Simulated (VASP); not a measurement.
# Ba in VASP: notebook, part 2 of 2

VASP 6.6.1. Earlier steps stand in the parts before.

## Step 3: Single point, LDA

File INCAR:

```
SYSTEM = Ba
PREC = Accurate
ENCUT = 520
EDIFF = 1E-7
ISMEAR = 1
SIGMA = 0.02
LREAL = .FALSE.
LASPH = .TRUE.
NELM = 60
ALGO = Normal
ISIF = 2
LWAVE = .FALSE.
LCHARG = .FALSE.
GGA = CA
NBANDS = 28
```

File KPOINTS:

```
Automatic mesh
0
G
  5 5 5
  0 0 0
```

File POSCAR:

```
Ba
1.0
   -4.1311947500      4.1311947500      3.8367706500
    4.1311947500     -4.1311947500      3.8367706500
    4.1311947500      4.1311947500     -3.8367706500
Ba
4
Direct
    0.8181421101      0.6818578899      0.5000000000
    0.1818578899      0.3181421101      0.5000000000
    0.3181421101      0.8181421101      0.1362842202
    0.6688260971      0.1688260971      0.8637157798
```

Potentials or basis: VASP PAW LDA potentials, release 64 (Ba_sv).

Command:

```
$ cat potpaw_LDA.64/Ba_sv/POTCAR > POTCAR
$ mpirun -np 1 vasp_std > vasp.out
```

OUTCAR:

```text
SYSTEM = Ba
   PREC = Accurate
   ENCUT = 520
   EDIFF = 1E-7
   ISMEAR = 1
   LREAL = .FALSE.
   LASPH = .TRUE.
   NELM = 60
   ISIF = 2
   GGA = CA

 ion  position               nearest neighbor table
   1  0.818  0.682  0.500-   2 4.15   2 4.15   2 4.25   3 4.28   3 4.28   4 4.28   4 4.28
   2  0.182  0.318  0.500-   1 4.15   1 4.15   1 4.25   3 4.28   3 4.28   4 4.28   4 4.28
   3  0.318  0.818  0.136-   4 4.06   4 4.25   4 4.25   1 4.28   2 4.28   1 4.28   2 4.28
   4  0.669  0.169  0.864-   3 4.06   3 4.25   3 4.25   1 4.28   2 4.28   2 4.28   1 4.28

  LATTYP: Found a body centered tetragonal cell.
 ALAT       =     8.2623895000
 C/A-ratio  =     0.9287314886

  Lattice vectors:

 A1 = (  -4.1311947500,   4.1311947500,   3.8367706500)
 A2 = (   4.1311947500,  -4.1311947500,   3.8367706500)
 A3 = (   4.1311947500,   4.1311947500,  -3.8367706500)

Analysis of symmetry for initial positions (statically):
=====================================================================
 Subroutine PRICEL returns:
 Original cell was already a primitive cell.

 Routine SETGRP: Setting up the symmetry group for a
 body centered tetragonal supercell.

 Subroutine GETGRP returns: Found  2 space group operations
 (whereof  1 operations were pure point group operations)
 out of a pool of 16 trial point group operations.

The static configuration has the point symmetry C_1 .
 The point group associated with its full space group is C_1h.

Analysis of symmetry for dynamics (positions and initial velocities):
=====================================================================
 Subroutine PRICEL returns:
 Original cell was already a primitive cell.

 Routine SETGRP: Setting up the symmetry group for a
 body centered tetragonal supercell.

 Subroutine GETGRP returns: Found  2 space group operations
 (whereof  1 operations were pure point group operations)
 out of a pool of 16 trial point group operations.

The dynamic configuration has the point symmetry C_1 .
 The point group associated with its full space group is C_1h.

 Subroutine INISYM returns: Found  2 space group operations
[... 117 lines left out ...]
   EFERMI_NEDOS =   21; number of points for ismear=-14 and -15
   IALGO  =     38    algorithm
   IMIX   =      4    mixing-type and parameters
     AMIX     =   0.40;   BMIX     =  1.00
     AMIX_MAG =   1.60;   BMIX_MAG =  1.00
  volume/ion in A,a.u.               =      65.48       441.89
  Fermi-wavevector in a.u.,A,eV,Ry     =   0.875056  1.653616 10.418290  0.765723
  Thomas-Fermi vector in A             =   1.994673
   LORBIT       =      0    0 simple, 1 ext, 2 COOP (PROOUT), +10 PAW based schemes
   GGA     = CA    functional components
   LHFCALC =     F    Hartree Fock is set to
   AEXX    =    0.0000 exact exchange contribution
   IVDW    =     0    specifies the selected vdW correction
   LEPSILON=     F    determine dielectric tensor
   LRPA    =     F    only Hartree local field effects (RPA)
 non-spin polarized calculation
 Methfessel and Paxton  Order N= 1 SIGMA  =   0.02
  energy-cutoff  :      520.00
  volume of cell :      261.93
 maximum number of plane-waves:      7086
 NGX is ok and might be reduce to    54
   NGX = 25   NGY = 25   NGZ = 25

 number of electron      40.0000000 magnetization

 Free energy of the ion-electron system (eV)
  ---------------------------------------------------
  ext. energy  EPLUGINS =         0.00000000
  ---------------------------------------------------
  free energy    TOTEN  =        -8.26904229 eV

  energy without entropy =       -8.26865751  energy(sigma->0) =       -8.26891403

 E-fermi :   1.3117     XC(G=0):  -7.4641

 val. band max:        1.3062260877   @ k =  -0.4000   0.4000   0.2000
 cond. band min:       1.3151508434   @ k =  -0.2000  -0.2000   0.2000
 fundamental gap:      0.0089247557
 Fermi energy:         1.3117378473

 k-point     1 :       0.0000    0.0000    0.0000
  band No.  band energies     occupation
      1     -27.6739      2.00000
      2     -27.6195      2.00000
      3     -27.6006      2.00000
      4     -27.6002      2.00000
      5     -13.1025      2.00000
      6     -12.9991      2.00000
[... 733 lines left out ...]
     27       2.4232      0.00000
     28       2.8279      0.00000

 [... further k-points ...]
[... 5 lines left out ...]
  --------------------------------------------------------------------------------------
  -------------------------------------------------------------------------------------
  Total       -2.0801666     -2.0801666     -2.3365060      0.0015275     -0.0459704     -0.0459704
  in kB      -12.7242304    -12.7242304    -14.2922407      0.0093434     -0.2811977     -0.2811977
  external PRESSURE =     -13.2469005 kB  Pullay stress =       0.0000000 kB

 VOLUME and BASIS-vectors are now :
 -----------------------------------------------------------------------------
  energy-cutoff  :      520.00
  volume of cell :      261.93
      direct lattice vectors                 reciprocal lattice vectors
    -4.131194750  4.131194750  3.836770650     0.000000000  0.121030363  0.130317928
     4.131194750 -4.131194750  3.836770650     0.121030363  0.000000000  0.130317928
     4.131194750  4.131194750 -3.836770650     0.121030363  0.121030363  0.000000000

 POSITION                                       TOTAL-FORCE (eV/Angst)
 -----------------------------------------------------------------------------------
      1.50258      2.62861      3.83677        -0.091687      0.091088     -0.003219
      2.62861      1.50258      0.00000         0.091088     -0.091687     -0.003219
      2.62861     -1.50258      3.83677         0.094545      0.094545     -0.117578
      1.50258      5.63378     -0.10000        -0.093945     -0.093945      0.124016
 -----------------------------------------------------------------------------------
    total drift:                                0.000028      0.000028     -0.000001

  FREE ENERGIE OF THE ION-ELECTRON SYSTEM (eV)
  ---------------------------------------------------
  free  energy   TOTEN  =        -8.2690422937 eV

  energy  without entropy=       -8.2686575137  energy(sigma->0) =       -8.26891403
```

OSZICAR:

```text
N       E                     dE             d eps       ncg     rms          rms(c)
DAV:   1     0.326201959102E+03    0.32620E+03   -0.16172E+04  2184   0.116E+03
DAV:   2     0.176981841582E+02   -0.30850E+03   -0.30367E+03  3232   0.238E+02
DAV:   3    -0.741154563693E+01   -0.25110E+02   -0.24738E+02  3132   0.696E+01
DAV:   4    -0.831625533411E+01   -0.90471E+00   -0.90103E+00  3312   0.104E+01
DAV:   5    -0.833719157951E+01   -0.20936E-01   -0.20914E-01  3060   0.160E+00    0.350E+00
DAV:   6    -0.828298786393E+01    0.54204E-01   -0.11067E-01  3004   0.113E+00    0.202E+00
DAV:   7    -0.826912229683E+01    0.13866E-01   -0.67212E-02  3104   0.113E+00    0.276E-01
DAV:   8    -0.826901254715E+01    0.10975E-03   -0.39642E-03  3108   0.235E-01    0.570E-02
DAV:   9    -0.826903439697E+01   -0.21850E-04   -0.53157E-04  2864   0.692E-02    0.230E-02
DAV:  10    -0.826904206787E+01   -0.76709E-05   -0.60030E-05  2800   0.309E-02    0.380E-03
DAV:  11    -0.826904230017E+01   -0.23230E-06   -0.24817E-06  3080   0.643E-03    0.199E-03
DAV:  12    -0.826904229369E+01    0.64820E-08   -0.51940E-07  2288   0.302E-03
   1 F= -.82690423E+01 E0= -.82689140E+01  d E =-.384780E-03
```

stdout:

```text
POSCAR found type information on POSCAR Ba
 POSCAR found :  1 types and       4 ions
 scaLAPACK will be used
 LDA part: xc-table for (Slater(with rela. corr.)+CA(PZ))
 , standard interpolation
 POSCAR, INCAR and KPOINTS ok, starting setup
 FFT: planning ... GRIDC
 FFT: planning ... GRID_SOFT
 FFT: planning ... GRID
 WAVECAR not read
 entering main loop
```

Run time: 2.6 min. Hardware: 1 thread of Intel Xeon 6975P-C (Granite Rapids), shared host; peak memory 0.42 GiB.

Results:

```yaml
Free_energy: -8.2690 eV
Pressure: -1.3 GPa
Largest_force: 0.182 eV/Å
Band_gap_on_the_k_mesh: zero (bands 20 and 21 overlap by 0.28 eV)
```

Forces in eV/Å, atoms in the order of the input:
```
Ba  -0.092  0.091 -0.003
Ba   0.091 -0.092 -0.003
Ba   0.095  0.095 -0.118
Ba  -0.094 -0.094  0.124
```

Stress tensor (GPa, compression positive):
```
-1.27  0.00 -0.03
 0.00 -1.27 -0.03
-0.03 -0.03 -1.43
```

Caveat: spin-orbit coupling is left out, which moves the levels of the heavy elements.

## Step 4: Single point, LDA

File INCAR:

```
ALGO = Normal ; EDIFF = 1E-6
ENCUT = 520 ; GGA = CA
ISIF = 2 ; ISMEAR = 1
LASPH = True ; LCHARG = False
LREAL = False ; LWAVE = False
NBANDS = 28 ; NELM = 80
PREC = Accurate ; SIGMA = 0.02
```

File KPOINTS:

```
k-points
0
Gamma
  5 5 5
```

POSCAR, as its differences from that of step 3:

```diff
@@ -11,2 +11,2 @@
     0.3181421101      0.8181421101      0.1362842202
-    0.6688260971      0.1688260971      0.8637157798
+    0.6753419935      0.1753419935      0.8637157798
```

Command:

```
$ cat potpaw_LDA.64/Ba_sv/POTCAR > POTCAR
$ mpirun -np 1 vasp_std > vasp.out
```

Wall time 2.4 min (1 thread of Intel Xeon 6975P-C (Granite Rapids), shared host); peak memory 0.42 GiB.

The run converged. Its results:

```
Free energy            : -8.2737 eV
Pressure               : -1.3 GPa
Largest force          : 0.146 eV/Å
Band gap on the k mesh : zero (bands 20 and 21 overlap by 0.28 eV)
```

Forces in eV/Å, atoms in the order of the input:
```
Ba  -0.093  0.093 -0.002
Ba   0.093 -0.093 -0.002
Ba   0.094  0.094 -0.059
Ba  -0.094 -0.094  0.062
```

Stress tensor (GPa, compression positive):
```
-1.27  0.00 -0.01
 0.00 -1.27 -0.01
-0.01 -0.01 -1.44
```

Levels at points of the mesh, in eV from the Fermi level:
```csv
k point,band 18,band 19,band 20,band 21,band 22,band 23
"(0.00, 0.00, 0.00)",-0.48,-0.44,-0.22,0.21,0.21,0.84
```

Caveat: spin-orbit coupling is left out, which moves the levels of the heavy elements.

## Step 5: Single point, LDA

File INCAR:

```
SYSTEM = Ba
ALGO = Normal ; EDIFF = 1E-6
ENCUT = 520 ; GGA = CA
ISIF = 2 ; ISMEAR = 1
LASPH = .True. ; LCHARG = .True.
LELF = .True. ; LREAL = .False.
LVHAR = .True. ; LWAVE = .False.
NBANDS = 28 ; NELM = 80
PREC = Accurate ; SIGMA = 0.02
```

File KPOINTS:

```
k-points
0
Gamma
  5 5 5
  0 0 0
```

POSCAR, as its differences from that of step 4:

```diff
@@ -11,2 +11,2 @@
     0.3181421101      0.8181421101      0.1362842202
-    0.6753419935      0.1753419935      0.8637157798
+    0.6883737863      0.1883737863      0.8637157798
```

Potentials or basis: VASP PAW LDA potentials, release 64 (Ba_sv).

Command:

```
$ cat potpaw_LDA.64/Ba_sv/POTCAR > POTCAR
$ mpirun -np 1 vasp_std > vasp.out
```

OUTCAR:

```text
SYSTEM = Ba
   EDIFF = 1E-6
   ENCUT = 520
   GGA = CA
   ISIF = 2
   ISMEAR = 1
   LASPH = .True.
   LREAL = .False.
   NELM = 80
   PREC = Accurate

 ion  position               nearest neighbor table
   1  0.818  0.682  0.500-   2 4.15   2 4.15   2 4.25   3 4.28   3 4.28   4 4.28   4 4.28
   2  0.182  0.318  0.500-   1 4.15   1 4.15   1 4.25   3 4.28   3 4.28   4 4.28   4 4.28
   3  0.318  0.818  0.136-   4 4.11   4 4.20   4 4.25   1 4.28   2 4.28   1 4.28   2 4.28
   4  0.688  0.188  0.864-   3 4.11   3 4.20   3 4.25   1 4.28   2 4.28   1 4.28   2 4.28

  LATTYP: Found a body centered tetragonal cell.
[... 947 lines left out ...]
  --------------------------------------------------------------------------------------
  -------------------------------------------------------------------------------------
  Total       -2.0709895     -2.0709895     -2.3537014      0.0002748      0.0228257      0.0228257
  in kB      -12.6680950    -12.6680950    -14.3974233      0.0016807      0.1396231      0.1396231
  external PRESSURE =     -13.2445378 kB  Pullay stress =       0.0000000 kB

 VOLUME and BASIS-vectors are now :
 -----------------------------------------------------------------------------
  energy-cutoff  :      520.00
  volume of cell :      261.93
      direct lattice vectors                 reciprocal lattice vectors
    -4.131194750  4.131194750  3.836770650     0.000000000  0.121030363  0.130317928
     4.131194750 -4.131194750  3.836770650     0.121030363  0.000000000  0.130317928
     4.131194750  4.131194750 -3.836770650     0.121030363  0.121030363  0.000000000

 POSITION                                       TOTAL-FORCE (eV/Angst)
 -----------------------------------------------------------------------------------
      1.50258      2.62861      3.83677        -0.093286      0.093122      0.001563
      2.62861      1.50258      0.00000         0.093122     -0.093286      0.001563
      2.62861     -1.50258      3.83677         0.093989      0.093989      0.058745
      1.50258      5.63378      0.05000        -0.093826     -0.093826     -0.061871
 -----------------------------------------------------------------------------------
    total drift:                                0.000041      0.000041      0.000043

  FREE ENERGIE OF THE ION-ELECTRON SYSTEM (eV)
  ---------------------------------------------------
  free  energy   TOTEN  =        -8.2736888312 eV

  energy  without entropy=       -8.2733097795  energy(sigma->0) =       -8.27356248
```

OSZICAR:

```text
N       E                     dE             d eps       ncg     rms          rms(c)
DAV:   1     0.326142865825E+03    0.32614E+03   -0.16171E+04  2184   0.116E+03
DAV:   2     0.175009751392E+02   -0.30864E+03   -0.30398E+03  3236   0.238E+02
DAV:   3    -0.744230277916E+01   -0.24943E+02   -0.24633E+02  3120   0.695E+01
DAV:   4    -0.832232332392E+01   -0.88002E+00   -0.87669E+00  3336   0.103E+01
DAV:   5    -0.834072437991E+01   -0.18401E-01   -0.18382E-01  3068   0.154E+00    0.350E+00
DAV:   6    -0.828745994616E+01    0.53264E-01   -0.10702E-01  2992   0.111E+00    0.202E+00
DAV:   7    -0.827371832151E+01    0.13742E-01   -0.65580E-02  3044   0.113E+00    0.272E-01
DAV:   8    -0.827366663171E+01    0.51690E-04   -0.41387E-03  3184   0.233E-01    0.585E-02
DAV:   9    -0.827368401878E+01   -0.17387E-04   -0.55062E-04  2796   0.717E-02    0.217E-02
DAV:  10    -0.827368849601E+01   -0.44772E-05   -0.67164E-05  2800   0.321E-02    0.462E-03
DAV:  11    -0.827368883121E+01   -0.33519E-06   -0.28414E-06  2412   0.735E-03
   1 F= -.82736888E+01 E0= -.82735625E+01  d E =-.379052E-03
```

Wall time 2.3 min (1 thread of Intel Xeon 6975P-C (Granite Rapids), shared host); peak memory 0.42 GiB.

What came out:

```yaml
Free_energy: -8.2737 eV
Pressure: -1.3 GPa
Largest_force: 0.146 eV/Å
Band_gap_on_the_k_mesh: zero (bands 20 and 21 overlap by 0.28 eV)
```

Forces on the atoms (eV/Å):
```
Ba  -0.093  0.093  0.002
Ba   0.093 -0.093  0.002
Ba   0.094  0.094  0.059
Ba  -0.094 -0.094 -0.062
```

Stress tensor (GPa, compression positive):
```
-1.27  0.00  0.01
 0.00 -1.27  0.01
 0.01  0.01 -1.44
```

Caveat: spin-orbit coupling is left out, which moves the levels of the heavy elements.

## Step 6: Overview

| cell | gap on the mesh (eV) | pressure (GPa) | largest force (eV/Å) |
| --- | --- | --- | --- |
| as given, atomic positions A | none | -1.3 | 0.13 |
| as given, atomic positions B | none | -1.3 | 0.18 |
| as given, atomic positions C | none | -1.3 | 0.15 |
| as given, atomic positions D | none | -1.3 | 0.15 |

Alike in all rows: task single point; level LDA; potentials or basis VASP PAW LDA potentials, release 64 (Ba_sv); no spin polarisation; k mesh 5 × 5 × 5; cutoff (eV) 520; smearing methfessel-paxton 0.02 eV.

Caveats: spin-orbit coupling is left out, which moves the levels of the heavy elements.

Total energies depend on the potentials used, so only differences within one code and one set of settings carry meaning.
